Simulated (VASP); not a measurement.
# Mo (Im-3m) in VASP: a series of runs, part 2 of 2

VASP 6.6.1. The steps go on from the part before.

### Step 3. Single point, PBE

Input file INCAR:

```
PREC     = Accurate       # precision mode
ENCUT    = 520            # plane-wave cutoff, eV
EDIFF    = 1E-6           # SCF threshold, eV
ISMEAR   = -1             # smearing method
SIGMA    = 0.08           # smearing width, eV
LREAL    = False          # projectors in reciprocal space
LASPH    = True           # aspherical terms in the spheres
NELM     = 80             # most SCF steps
ALGO     = Normal         # electronic algorithm
ISIF     = 2              # what is computed and relaxed
LWAVE    = False          # write WAVECAR
LCHARG   = False          # write CHGCAR
GGA      = PE             # functional
NBANDS   = 21             # bands
```

Input file KPOINTS:

```
Automatic mesh
0
Gamma
  12 12 12
  0.5 0.5 0.5
```

Input file POSCAR:

```
Mo
1.0
    3.1607300469      0.0000000000      0.0000000000
    0.0000000000      3.1607300469      0.0000000000
    0.0000000000      0.0000000000      3.1607300469
Mo
2
Direct
    0.0000000000      0.0000000000      0.0000000000
    0.5000000000      0.5000000000      0.5000000000
```

Potentials or basis: VASP PAW PBE potentials, release 64 (Mo_sv).

Run with:

```sh
$ cat potpaw_PBE.64/Mo_sv/POTCAR > POTCAR
$ mpirun -np 1 vasp_std > vasp.out
```

OUTCAR:

```text
PREC = Accurate
   ENCUT = 520
   EDIFF = 1E-6
   ISMEAR = -1
   LREAL = False
   LASPH = True
   NELM = 80
   ISIF = 2
   GGA = PE

 ion  position               nearest neighbor table
   1  0.000  0.000  0.000-   2 2.74   2 2.74   2 2.74   2 2.74   2 2.74   2 2.74   2 2.74   2 2.74

   2  0.500  0.500  0.500-   1 2.74   1 2.74   1 2.74   1 2.74   1 2.74   1 2.74   1 2.74   1 2.74

  LATTYP: Found a simple cubic cell.
 ALAT       =     3.1607300469

  Lattice vectors:

 A1 = (   3.1607300469,   0.0000000000,   0.0000000000)
 A2 = (   0.0000000000,   3.1607300469,   0.0000000000)
 A3 = (   0.0000000000,   0.0000000000,   3.1607300469)

Analysis of symmetry for initial positions (statically):
=====================================================================
 Subroutine PRICEL returns following result:

  LATTYP: Found a body centered cubic cell.
 ALAT       =     3.1607300469

  Lattice vectors:

 A1 = (   1.5803650234,   1.5803650235,  -1.5803650234)
 A2 = (  -1.5803650234,   1.5803650234,   1.5803650234)
[... 168 lines left out ...]
 NGX is ok and might be reduce to    24
   NGX = 11   NGY = 11   NGZ = 11

 number of electron      28.0000007 magnetization

 Free energy of the ion-electron system (eV)
  ---------------------------------------------------
  ext. energy  EPLUGINS =         0.00000000
  ---------------------------------------------------
  free energy    TOTEN  =       -21.88111638 eV

  energy without entropy =      -21.85300762  energy(sigma->0) =      -21.86706200

 E-fermi :  12.3979     XC(G=0): -13.3346

 val. band max:       12.3915446051   @ k =   0.3750   0.0417   0.0417
 cond. band min:      12.4255623338   @ k =   0.4583   0.1250   0.0417
 fundamental gap:      0.0340177287
 Fermi energy:        12.3978849096

 k-point     1 :       0.0417    0.0417    0.0417
  band No.  band energies     occupation
      1     -48.8408      2.00000
      2     -48.4184      2.00000
      3     -23.0756      2.00000
      4     -23.0756      2.00000
      5     -23.0423      2.00000
      6     -22.1765      2.00000
[... 565 lines left out ...]
     20      19.5657      0.00000
     21      24.4047      0.00000

 [... further k-points ...]
[... 5 lines left out ...]
  --------------------------------------------------------------------------------------
  -------------------------------------------------------------------------------------
  Total        0.1241886      0.1241886      0.1241886      0.0000000     -0.0000000     -0.0000000
  in kB        6.3013000      6.3013000      6.3013000      0.0000000     -0.0000000     -0.0000000
  external PRESSURE =       6.3013000 kB  Pullay stress =       0.0000000 kB

 VOLUME and BASIS-vectors are now :
 -----------------------------------------------------------------------------
  energy-cutoff  :      520.00
  volume of cell :       31.58
      direct lattice vectors                 reciprocal lattice vectors
     3.160730047  0.000000000  0.000000000     0.316382603  0.000000000  0.000000000
     0.000000000  3.160730047  0.000000000     0.000000000  0.316382603  0.000000000
     0.000000000  0.000000000  3.160730047     0.000000000  0.000000000  0.316382603

 POSITION                                       TOTAL-FORCE (eV/Angst)
 -----------------------------------------------------------------------------------
      0.00000      0.00000      0.00000        -0.000000     -0.000000     -0.000000
      1.58037      1.58037      1.58037         0.000000      0.000000      0.000000
 -----------------------------------------------------------------------------------
    total drift:                                0.000000      0.000000     -0.000000

  FREE ENERGIE OF THE ION-ELECTRON SYSTEM (eV)
  ---------------------------------------------------
  free  energy   TOTEN  =       -21.8811163821 eV

  energy  without entropy=      -21.8530076198  energy(sigma->0) =      -21.86706200
```

OSZICAR:

```text
N       E                     dE             d eps       ncg     rms          rms(c)
DAV:   1     0.271601143347E+03    0.27160E+03   -0.16826E+04  2368   0.139E+03
DAV:   2    -0.175132526982E+02   -0.28911E+03   -0.28116E+03  2640   0.432E+02
DAV:   3    -0.231891556846E+02   -0.56759E+01   -0.56146E+01  2713   0.612E+01
DAV:   4    -0.232137801929E+02   -0.24625E-01   -0.24617E-01  2567   0.444E+00
DAV:   5    -0.232139537624E+02   -0.17357E-03   -0.17357E-03  2800   0.356E-01    0.203E+01
DAV:   6    -0.220461886248E+02    0.11678E+01   -0.21508E+00  2537   0.129E+01    0.543E+00
DAV:   7    -0.218889131304E+02    0.15728E+00   -0.43285E-01  2715   0.534E+00    0.134E+00
DAV:   8    -0.218809583708E+02    0.79548E-02   -0.85017E-03  2412   0.924E-01    0.282E-01
DAV:   9    -0.218810946492E+02   -0.13628E-03   -0.29016E-04  3095   0.173E-01    0.989E-02
DAV:  10    -0.218811160671E+02   -0.21418E-04   -0.27057E-05  2487   0.506E-02    0.138E-02
DAV:  11    -0.218811163821E+02   -0.31496E-06   -0.65180E-07  1826   0.600E-03
   1 F= -.21881116E+02 E0= -.21867062E+02  d E =-.281088E-01
```

Wall time 9.9 s (1 thread of AMD EPYC 9R45 (Zen 5), shared host); peak memory 0.12 GiB.

What came out:

- Free energy: -21.8811 eV
- Pressure: 0.6 GPa
- Band gap on the k mesh: zero (band 14 reaches 13.61 eV, above the bottom of band 15 at 11.83 eV)

### Step 4. Single point, PBE

Input file INCAR:

```
SYSTEM = Mo
PREC = Accurate
ENCUT = 520
EDIFF = 1E-7
ISMEAR = -1
SIGMA = 0.08
LREAL = .FALSE.
LASPH = .TRUE.
NELM = 80
ALGO = Normal
ISIF = 2
LWAVE = .FALSE.
LCHARG = .FALSE.
GGA = PE
NBANDS = 21
```

Input file KPOINTS:

```
regular mesh
0
G
  12 12 12
  0 0 0
```

Input file POSCAR:

```
Mo
1.0
    3.1607300689      0.0000000000      0.0000000000
    0.0000000000      3.1607300689      0.0000000000
    0.0000000000      0.0000000000      3.1607300689
Mo
2
Direct
    0.0000000000      0.0000000000      0.0000000000
    0.5000000000      0.5000000000      0.5000000000
```

Run with:

```sh
$ cat potpaw_PBE.64/Mo_sv/POTCAR > POTCAR
$ mpirun -np 1 vasp_std > vasp.out
```

It used 57 s of CPU time on 1 thread of AMD EPYC 7R13 Processor (Zen 3) (shared host).

The run converged. Its results:

```
Free energy            : -21.8873 eV
Pressure               : 0.6 GPa
Band gap on the k mesh : zero (band 14 reaches 14.02 eV, above the bottom of band 15 at 11.82 eV)
```

Levels at points of the mesh, in eV from the Fermi level:
```
           k point  band 12  band 13  band 14  band 15  band 16  band 17
(0.00, 0.00, 0.00)    -1.38    -1.38    -1.38     1.61     1.61     3.89
(0.50, 0.00, 0.00)    -2.66    -0.65    -0.65    -0.65    -0.65     0.83
(0.50, 0.50, 0.00)    -3.39     1.56     1.56     1.63     1.63     2.25
(0.50, 0.50, 0.50)    -2.63    -2.63    -2.63     2.38     2.38     2.38
```
